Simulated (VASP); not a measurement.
# ZrS (Fm-3m) in VASP: elastic constants with LDA

Aim: the elastic constants of ZrS with LDA.

Program: VASP 6.6.1. These are calculated values, not measurements. Logs are shortened: lines on timing, memory, paths and dates and some standing lists are left out, and cuts for length are marked.

## (1) The cell of the first run

Symmetry: Fm-3m, No. 225, cubic system. Conventional cell: a = 5.136 Å, b = 5.136 Å, c = 5.136 Å, α = 90.00°, β = 90.00°, γ = 90.00°. Within 3.4 Å of Zr (site symmetry m-3m) lie 6 S at 2.57 Å. S (site symmetry m-3m) has 6 Zr at 2.57 Å within 3.4 Å.

## (2) Elastic constants, LDA

INCAR reads:

```
SYSTEM = ZrS
ALGO = Normal ; EDIFF = 1E-8
ENCUT = 600 ; GGA = CA
IBRION = 6 ; ISIF = 3
ISMEAR = -1 ; LASPH = .TRUE.
LCHARG = .TRUE. ; LREAL = .FALSE.
LWAVE = .FALSE. ; NBANDS = 16
NELM = 80 ; NFREE = 2
NSW = 1 ; POTIM = 0.015
PREC = Accurate ; SIGMA = 0.15
```

KPOINTS reads:

```
k-points
0
G
  14 14 14
  0 0 0
```

POSCAR reads:

```
ZrS
1.0
    0.0000000000      2.5682303311      2.5682303311
    2.5682303311      0.0000000000      2.5682303311
    2.5682303311      2.5682303311      0.0000000000
Zr S
1 1
Direct
    0.0000000000      0.0000000000      0.0000000000
    0.5000000000      0.5000000000      0.5000000000
```

Potentials or basis: VASP PAW LDA potentials, release 64 (Zr_sv, S).

Started as:

```console
> cat potpaw_LDA.64/Zr_sv/POTCAR potpaw_LDA.64/S/POTCAR > POTCAR
> mpirun -np 1 vasp_std > vasp.out
```

OUTCAR:

```text
SYSTEM = ZrS
   EDIFF = 1E-8
   ENCUT = 600
   GGA = CA
   IBRION = 6
   ISIF = 3
   ISMEAR = -1
   LASPH = .TRUE.
   LREAL = .FALSE.
   NELM = 80
   NFREE = 2
   NSW = 1
   POTIM = 0.015
   PREC = Accurate

 ion  position               nearest neighbor table
   1  0.000  0.000  0.000-   2 2.57   2 2.57   2 2.57   2 2.57   2 2.57   2 2.57
   2  0.500  0.500  0.500-   1 2.57   1 2.57   1 2.57   1 2.57   1 2.57   1 2.57

  LATTYP: Found a face centered cubic cell.
 ALAT       =     5.1364606622

  Lattice vectors:

 A1 = (   0.0000000000,   2.5682303311,   2.5682303311)
 A2 = (   2.5682303311,   0.0000000000,   2.5682303311)
 A3 = (   2.5682303311,   2.5682303311,   0.0000000000)

Analysis of symmetry for initial positions (statically):
=====================================================================
 Subroutine PRICEL returns:
 Original cell was already a primitive cell.

 Routine SETGRP: Setting up the symmetry group for a
 face centered cubic supercell.

 Subroutine GETGRP returns: Found 48 space group operations
 (whereof 48 operations were pure point group operations)
 out of a pool of 48 trial point group operations.

The static configuration has the point symmetry O_h .

Analysis of symmetry for dynamics (positions and initial velocities):
=====================================================================
 Subroutine PRICEL returns:
 Original cell was already a primitive cell.

 Routine SETGRP: Setting up the symmetry group for a
 face centered cubic supercell.

 Subroutine GETGRP returns: Found 48 space group operations
 (whereof 48 operations were pure point group operations)
 out of a pool of 48 trial point group operations.

The dynamic configuration has the point symmetry O_h .

 Subroutine INISYM returns: Found 48 space group operations
 (whereof 48 operations are pure point group operations),
 and found     1 'primitive' translations

----------------------------------------------------------------------------------------

                                     Primitive cell

  volume of cell :      33.8791

  direct lattice vectors                    reciprocal lattice vectors
     0.000000000  2.568230331  2.568230331    -0.194686588  0.194686588  0.194686588
     2.568230331  0.000000000  2.568230331     0.194686588 -0.194686588  0.194686588
     2.568230331  2.568230331  0.000000000     0.194686588  0.194686588 -0.194686588

  length of vectors
     3.632026166  3.632026166  3.632026166     0.337207062  0.337207062  0.337207062

  position of ions in fractional coordinates (direct lattice)
     0.000000000  0.000000000  0.000000000
     0.500000000  0.500000000  0.500000000

  ion indices of the primitive-cell ions
   primitive index   ion index
                 1           1
                 2           2

----------------------------------------------------------------------------------------

 KPOINTS: k-points

Automatic generation of k-mesh.
 Grid dimensions read from file:
 generate k-points for:   14   14   14

 Generating k-lattice:

[... 102 lines left out ...]
 number of electron      18.0000001 magnetization

 Free energy of the ion-electron system (eV)
  ---------------------------------------------------
  ext. energy  EPLUGINS =         0.00000000
  ---------------------------------------------------
  free energy    TOTEN  =       -17.20654704 eV

  energy without entropy =      -17.11294594  energy(sigma->0) =      -17.15974649

------------------------ aborting loop because EDIFF is reached ----------------------------------------

  FORCE on cell =-STRESS in cart. coord.  units (eV):
  Direction    XX          YY          ZZ          XY          YZ          ZX
  --------------------------------------------------------------------------------------
  -------------------------------------------------------------------------------------
  Total        0.0617907      0.0617907      0.0617907      0.0000000     -0.0000000      0.0000000
  in kB        2.9221469      2.9221469      2.9221469      0.0000000     -0.0000000      0.0000000
  external PRESSURE =       2.9221469 kB  Pullay stress =       0.0000000 kB
[... 89 lines left out ...]
  FREE ENERGIE OF THE ION-ELECTRON SYSTEM (eV)
  ---------------------------------------------------
  free  energy   TOTEN  =       -17.1961318739 eV

  energy  without entropy=      -17.1043176538  energy(sigma->0) =      -17.15022476

[... ionic steps 4 to 14 ...]

--------------------------------------- Ionic step       15  -------------------------------------------

 number of electron      18.0000001 magnetization

------------------------ aborting loop because EDIFF is reached ----------------------------------------
[... 67 lines left out ...]
--------------------------------------- Ionic step       17  -------------------------------------------

 number of electron      18.0000000 magnetization

 Free energy of the ion-electron system (eV)
  ---------------------------------------------------
  ext. energy  EPLUGINS =         0.00000000
  ---------------------------------------------------
  free energy    TOTEN  =       -17.20581869 eV

  energy without entropy =      -17.11222075  energy(sigma->0) =      -17.15901972

 E-fermi :  11.3445     XC(G=0): -11.8485

 val. band max:       11.3438692375   @ k =   0.0714   0.0714   0.0000
 cond. band min:      11.3493406593   @ k =   0.0000  -0.2857   0.0714
 fundamental gap:      0.0054714218
 Fermi energy:        11.3445372322

 k-point     1 :       0.0000    0.0000    0.0000
  band No.  band energies     occupation
      1     -38.1840      2.00000
      2     -16.3041      2.00000
      3     -16.3038      2.00000
      4     -16.3038      2.00000
      5      -4.6769      2.00000
      6       7.8637      2.00000
[... 433 lines left out ...]
      3     -16.3550      2.00000
      4     -16.3473      2.00000
      5      -3.8396      2.00000
      6       4.6898      2.00000
[... 8 lines left out ...]
     15      19.9981      0.00000
     16      20.6938      0.00000

 [... further k-points ...]

------------------------ aborting loop because EDIFF is reached ----------------------------------------

  FORCE on cell =-STRESS in cart. coord.  units (eV):
  Direction    XX          YY          ZZ          XY          YZ          ZX
  --------------------------------------------------------------------------------------
  -------------------------------------------------------------------------------------
  Total        0.0742680      0.0607484      0.0607484     -0.0000000     -0.0000000     -0.0000000
  in kB        3.5122107      2.8728520      2.8728520     -0.0000000     -0.0000000     -0.0000000
  external PRESSURE =       3.0859716 kB  Pullay stress =       0.0000000 kB
[... 17 lines left out ...]
  FREE ENERGIE OF THE ION-ELECTRON SYSTEM (eV)
  ---------------------------------------------------
  free  energy   TOTEN  =       -17.2058186859 eV

  energy  without entropy=      -17.1122207451  energy(sigma->0) =      -17.15901972

 INTERNAL STRAIN TENSORS FROM STRAINED CELLS
 ============================================

 INTERNAL STRAIN TENSOR FOR ION    1 for displacements in x,y,z  (eV/Angst):
          X           Y           Z          XY          YZ          ZX
  --------------------------------------------------------------------------------
  x    -0.00000    -0.00000    -0.00000    -0.00000    -0.00000    -0.00000
  y     0.00000     0.00000    -0.00000     0.00000     0.00000    -0.00000
  z    -0.00000    -0.00000     0.00000     0.00000    -0.00000     0.00000

 INTERNAL STRAIN TENSORS FROM DISPLACED ATOMS
 ============================================

 INTERNAL STRAIN TENSOR FOR ION    1 for displacements in x,y,z  (eV/Angst):
          X           Y           Z          XY          YZ          ZX
  --------------------------------------------------------------------------------
  x     0.00000     0.00000     0.00000     0.00000     0.00000     0.00000
  y     0.00000     0.00000     0.00000     0.00000     0.00000     0.00000
  z     0.00000     0.00000     0.00000     0.00000     0.00000     0.00000

 INTERNAL STRAIN TENSOR FOR ION    2 for displacements in x,y,z  (eV/Angst):
          X           Y           Z          XY          YZ          ZX
  --------------------------------------------------------------------------------
  x     0.00000     0.00000     0.00000     0.00000     0.00000     0.00000
  y     0.00000     0.00000     0.00000     0.00000     0.00000     0.00000
  z     0.00000     0.00000     0.00000     0.00000     0.00000     0.00000

 Eigenvectors and eigenvalues of the dynamical matrix
 ----------------------------------------------------

   1 f  =    8.167333 THz    51.316868 2PiTHz  272.432909 cm-1    33.777361 meV
             X         Y         Z           dx          dy          dz
      0.000000  0.000000  0.000000     0.510019   -0.000000    0.000000
      2.568230  2.568230  2.568230    -0.860163   -0.000000   -0.000000
[... 21 lines left out ...]
   6 f/i=    0.000313 THz     0.001964 2PiTHz    0.010426 cm-1     0.001293 meV
             X         Y         Z           dx          dy          dz
      0.000000  0.000000  0.000000     0.186631   -0.803950   -0.242310
      2.568230  2.568230  2.568230     0.110660   -0.476688   -0.143674

--------------------------------------------------------------------------------------------------------

 ELASTIC MODULI CONTR FROM IONIC RELAXATION (kBar)
 Direction    XX          YY          ZZ          XY          YZ          ZX
 --------------------------------------------------------------------------------
 XX           0.0000      0.0000      0.0000      0.0000      0.0000      0.0000
 YY           0.0000      0.0000      0.0000      0.0000      0.0000      0.0000
 ZZ           0.0000      0.0000      0.0000      0.0000      0.0000      0.0000
 XY           0.0000      0.0000      0.0000      0.0000      0.0000      0.0000
 YZ           0.0000      0.0000      0.0000      0.0000      0.0000      0.0000
 ZX           0.0000      0.0000      0.0000      0.0000      0.0000      0.0000
 --------------------------------------------------------------------------------

 TOTAL ELASTIC MODULI (kBar)
 Direction    XX          YY          ZZ          XY          YZ          ZX
 --------------------------------------------------------------------------------
 XX        3734.0006    471.7226    471.7226      0.0000      0.0000     -0.0000
 YY         471.7226   3734.0006    471.7226     -0.0000      0.0000      0.0000
 ZZ         471.7226    471.7226   3734.0006      0.0000      0.0000      0.0000
 XY           0.0000     -0.0000      0.0000    273.0993      0.0000      0.0000
 YZ           0.0000      0.0000      0.0000      0.0000    273.0993      0.0000
 ZX          -0.0000      0.0000      0.0000      0.0000      0.0000    273.0993
 --------------------------------------------------------------------------------
```

Wall time 50 min (1 thread of Intel Xeon Platinum 8488C (Sapphire Rapids), shared host); peak memory 0.82 GiB.

What came out:

```
Elastic constants C11, C12, C44                         : 373, 47, 27 GPa
Voigt bulk modulus                                      : 156 GPa
Highest phonon frequency at Γ, LO-TO splitting left out : 272 cm⁻¹
```

Phonon frequencies in cm⁻¹ (negative: imaginary):
| q point | frequencies |
| --- | --- |
| (0.000, 0.000, 0.000) | 0 0 0 272 272 272 |

Elastic tensor in Voigt notation (GPa, in the Cartesian axes of the cell as first typed):
```
373  47  47   0   0   0
 47 373  47   0   0   0
 47  47 373   0   0   0
  0   0   0  27   0   0
  0   0   0   0  27   0
  0   0   0   0   0  27
```

Clamped-ion elastic tensor (GPa):
```
373  47  47   0   0   0
 47 373  47   0   0   0
 47  47 373   0   0   0
  0   0   0  27   0   0
  0   0   0   0  27   0
  0   0   0   0   0  27
```
